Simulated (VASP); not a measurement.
# Re (R-3m) in VASP: further runs

The runs below take Re through single point, with PBEsol.

Program: VASP 6.6.1. These are calculated values, not measurements. Logs are shortened: lines on timing, memory, paths and dates and some standing lists are left out, and cuts for length are marked.

## Step 1: The cell of the first run

It takes space group R-3m (No. 166, trigonal). The conventional cell has a = 2.730 Å, b = 2.730 Å, c = 19.824 Å, α = 90.00°, β = 90.00°, γ = 120.00°. Within 3.6 Å of Re (site symmetry -3m) lie 12 Re at 2.71 to 2.73 Å. Within 3.6 Å of Re (site symmetry 3m) lie 12 Re at 2.71 to 2.73 Å.

## Step 2: Single point, PBEsol (14.22 Å³/atom)

INCAR

```
SYSTEM = Re
PREC = Accurate
ENCUT = 520
EDIFF = 1E-6
ISMEAR = -1
SIGMA = 0.05
LREAL = .FALSE.
LASPH = .TRUE.
NELM = 60
ALGO = Normal
ISIF = 2
LWAVE = .FALSE.
LCHARG = .FALSE.
GGA = PS
NBANDS = 18
```

KPOINTS

```
Automatic mesh
0
G
  15 15 15
  0 0 0
```

POSCAR

```
Re
1.0
    1.3652191954      0.7882096700      6.6080752596
   -1.3652191954      0.7882096700      6.6080752596
    0.0000000000     -1.5764193399      6.6080752596
Re
3
Direct
    0.0000000000      0.0000000000      0.0000000000
    0.2221738800      0.2221738800      0.2221738800
    0.7778261200      0.7778261200      0.7778261200
```

Potentials or basis: VASP PAW PBE potentials, release 64 (Re).

Run with:

```sh
$ cat potpaw_PBE.64/Re/POTCAR > POTCAR
$ mpirun -np 1 vasp_std > vasp.out
```

OUTCAR:

```text
SYSTEM = Re
   PREC = Accurate
   ENCUT = 520
   EDIFF = 1E-6
   ISMEAR = -1
   LREAL = .FALSE.
   LASPH = .TRUE.
   NELM = 60
   ISIF = 2
   GGA = PS

 ion  position               nearest neighbor table
   1  0.000  0.000  0.000-   3 2.71   2 2.71   3 2.71   3 2.71   2 2.71   2 2.71
   2  0.222  0.222  0.222-   3 2.71   3 2.71   3 2.71   1 2.71   1 2.71   1 2.71
   3  0.778  0.778  0.778-   2 2.71   2 2.71   2 2.71   1 2.71   1 2.71   1 2.71

  LATTYP: Found a trigonal (rhomboedric) cell.
 ALAT       =     6.7935084141
 COS(alpha) =     0.9192306603

  Lattice vectors:

 A1 = (   1.3652191954,   0.7882096700,   6.6080752596)
 A2 = (  -1.3652191954,   0.7882096700,   6.6080752596)
 A3 = (   0.0000000000,  -1.5764193399,   6.6080752596)

Analysis of symmetry for initial positions (statically):
=====================================================================
 Subroutine PRICEL returns:
 Original cell was already a primitive cell.

 Routine SETGRP: Setting up the symmetry group for a
 trigonal (rhombohedral) supercell.

 Subroutine GETGRP returns: Found 12 space group operations
 (whereof 12 operations were pure point group operations)
 out of a pool of 12 trial point group operations.

The static configuration has the point symmetry D_3d.

Analysis of symmetry for dynamics (positions and initial velocities):
=====================================================================
 Subroutine PRICEL returns:
 Original cell was already a primitive cell.

 Routine SETGRP: Setting up the symmetry group for a
 trigonal (rhombohedral) supercell.

 Subroutine GETGRP returns: Found 12 space group operations
 (whereof 12 operations were pure point group operations)
 out of a pool of 12 trial point group operations.

The dynamic configuration has the point symmetry D_3d.

 Subroutine INISYM returns: Found 12 space group operations
 (whereof 12 operations are pure point group operations),
 and found     1 'primitive' translations

----------------------------------------------------------------------------------------

                                     Primitive cell

  volume of cell :      42.6649

  direct lattice vectors                    reciprocal lattice vectors
     1.365219195  0.788209670  6.608075260     0.366241554  0.211449660  0.050443332
    -1.365219195  0.788209670  6.608075260    -0.366241554  0.211449660  0.050443332
[... 80 lines left out ...]
   ICHARG =      2    charge: 1-file 2-atom 10-const
   ISPIN  =      1    spin polarized calculation?
   LNONCOLLINEAR =      F non collinear calculations
   LSORBIT =      F    spin-orbit coupling
   LASPH  =      T    aspherical Exc in radial PAW
   ENCUT  =  520.0 eV  38.22 Ry    6.18 a.u.  12.63 12.63 12.63*2*pi/ulx,y,z
   NELM   =     60;   NELMIN=  2; NELMDL= -5     # of ELM steps
   EDIFF  = 0.1E-05   stopping-criterion for ELM
   LREAL  =      F    real-space projection
   EDIFFG = 0.1E-04   stopping-criterion for IOM
   NSW    =      0    number of steps for IOM
   IBRION =     -1    ionic relax: 0-MD 1-quasi-New 2-CG
   NFREE  =      0    steps in history (QN), initial steepest desc. (CG)
   ISIF   =      2    stress and relaxation
   ISYM   =      2    0-nonsym 1-usesym 2-fastsym
   POTIM  = 0.5000    time-step for ionic-motion
   TEBEG  =    0.0;   TEEND  =   0.0 temperature during run
   PSTRESS=    0.0 pullay stress
   NELECT =      21.0000    total number of electrons
   NUPDOWN=      -1.0000    fix difference up-down
   EMIN   =  10.00;   EMAX   =-10.00  energy-range for DOS
   EFERMI =   0.00;   METHOD = LEGACY
   ISMEAR =    -1;   SIGMA  =   0.05  broadening in eV -4-tet -1-fermi 0-gaus
   EFERMI_NEDOS =   21; number of points for ismear=-14 and -15
   IALGO  =     38    algorithm
   IMIX   =      4    mixing-type and parameters
     AMIX     =   0.40;   BMIX     =  1.00
     AMIX_MAG =   1.60;   BMIX_MAG =  1.00
  volume/ion in A,a.u.               =      14.22        95.97
  Fermi-wavevector in a.u.,A,eV,Ry     =   1.292581  2.442624 22.732150  1.670766
  Thomas-Fermi vector in A             =   2.424280
   LORBIT       =      0    0 simple, 1 ext, 2 COOP (PROOUT), +10 PAW based schemes
   GGA     = PS    functional components
   LHFCALC =     F    Hartree Fock is set to
   AEXX    =    0.0000 exact exchange contribution
   IVDW    =     0    specifies the selected vdW correction
   LEPSILON=     F    determine dielectric tensor
   LRPA    =     F    only Hartree local field effects (RPA)
 non-spin polarized calculation
  energy-cutoff  :      520.00
  volume of cell :       42.66
 maximum number of plane-waves:      1164
 NGX is ok and might be reduce to    54
   NGX = 25   NGY = 25   NGZ = 25

 number of electron      21.0000001 magnetization

 Free energy of the ion-electron system (eV)
  ---------------------------------------------------
  ext. energy  EPLUGINS =         0.00000000
  ---------------------------------------------------
  free energy    TOTEN  =       -40.05075969 eV

  energy without entropy =      -40.03103759  energy(sigma->0) =      -40.04089864

 E-fermi :   8.2331     XC(G=0): -14.0061

 val. band max:        8.2310015125   @ k =  -0.3333   0.3333   0.3333
 cond. band min:       8.2346523970   @ k =  -0.2667  -0.4000   0.2000
 fundamental gap:      0.0036508845
 Fermi energy:         8.2330828627

 k-point     1 :       0.0000    0.0000    0.0000
  band No.  band energies     occupation
      1      -1.9905      2.00000
      2       1.1145      2.00000
      3       1.1790      2.00000
      4       6.1571      2.00000
      5       6.1571      2.00000
      6       6.3752      2.00000
[... 481 lines left out ...]
      5       4.7735      2.00000
      6       5.3475      2.00000
[... 10 lines left out ...]
     17      12.2658      0.00000
     18      13.3024      0.00000

 [... further k-points ...]
[... 5 lines left out ...]
  --------------------------------------------------------------------------------------
  -------------------------------------------------------------------------------------
  Total        2.7476276      2.7476276      2.4649427      0.0000000      0.0000000      0.0000000
  in kB      103.1806061    103.1806061     92.5650483      0.0000000      0.0000000      0.0000000
  external PRESSURE =      99.6420868 kB  Pullay stress =       0.0000000 kB

 VOLUME and BASIS-vectors are now :
 -----------------------------------------------------------------------------
  energy-cutoff  :      520.00
  volume of cell :       42.66
      direct lattice vectors                 reciprocal lattice vectors
     1.365219195  0.788209670  6.608075260     0.366241554  0.211449660  0.050443332
    -1.365219195  0.788209670  6.608075260    -0.366241554  0.211449660  0.050443332
     0.000000000 -1.576419340  6.608075260     0.000000000 -0.422899320  0.050443332

 POSITION                                       TOTAL-FORCE (eV/Angst)
 -----------------------------------------------------------------------------------
      0.00000      0.00000      0.00000         0.000000     -0.000000     -0.000000
      0.00000      0.00000      4.40443         0.000000     -0.000000     -0.043467
      0.00000      0.00000     15.41980         0.000000      0.000000      0.043467
 -----------------------------------------------------------------------------------
    total drift:                                0.000000     -0.000000     -0.000000

  FREE ENERGIE OF THE ION-ELECTRON SYSTEM (eV)
  ---------------------------------------------------
  free  energy   TOTEN  =       -40.0507596942 eV

  energy  without entropy=      -40.0310375926  energy(sigma->0) =      -40.04089864
```

OSZICAR:

```text
N       E                     dE             d eps       ncg     rms          rms(c)
DAV:   1     0.713588594294E+02    0.71359E+02   -0.97783E+03 23888   0.141E+03
DAV:   2    -0.341875023203E+02   -0.10555E+03   -0.96298E+02 22940   0.415E+02
DAV:   3    -0.417467494459E+02   -0.75592E+01   -0.65187E+01 20024   0.221E+02
DAV:   4    -0.422189750162E+02   -0.47223E+00   -0.44273E+00 21100   0.350E+01
DAV:   5    -0.422378337082E+02   -0.18859E-01   -0.18475E-01 20690   0.594E+00    0.581E+01
DAV:   6    -0.406403025594E+02    0.15975E+01   -0.14609E+00 20932   0.285E+01    0.249E+01
DAV:   7    -0.401942037947E+02    0.44610E+00   -0.18741E+00 24534   0.306E+01    0.289E+00
DAV:   8    -0.400629778281E+02    0.13123E+00   -0.56523E-01 23798   0.158E+01    0.458E-01
DAV:   9    -0.400519949033E+02    0.10983E-01   -0.22008E-02 19452   0.110E+00    0.180E-01
DAV:  10    -0.400508510704E+02    0.11438E-02   -0.14342E-03 22398   0.814E-01    0.108E-01
DAV:  11    -0.400507576161E+02    0.93454E-04   -0.18646E-04 21184   0.138E-01    0.416E-02
DAV:  12    -0.400507588670E+02   -0.12508E-05   -0.27388E-05 19422   0.985E-02    0.172E-02
DAV:  13    -0.400507596942E+02   -0.82727E-06   -0.53191E-07  8342   0.191E-02
   1 F= -.40050760E+02 E0= -.40040899E+02  d E =-.197221E-01
```

Run time: 17 min. Hardware: 1 thread of AMD EPYC 9R45 (Zen 5), shared host; peak memory 0.51 GiB.

What came out:

- Free energy: -40.0508 eV
- Pressure: 10.0 GPa
- Largest force: 0.043 eV/Å
- Band gap on the k mesh: zero (an odd number of electrons rules out a gap without spin polarisation)

Forces on the atoms (eV/Å):
```
Re   0.000  0.000  0.000
Re   0.000  0.000 -0.043
Re   0.000  0.000  0.043
```

Levels at points of the mesh, in eV from the Fermi level:
```
           k point  band 7  band 8  band 9  band 10  band 11  band 12  band 13  band 14
(0.00, 0.00, 0.00)   -1.81   -1.71   -1.65    -1.65    -1.23    -1.23     0.58     0.58
```

Caveat: the cell stands under pressure; the PAW data sets were made with another functional, which shifts forces and pressure a little; spin-orbit coupling is left out, which moves the levels of the heavy elements.

[end of part 1 of 2]
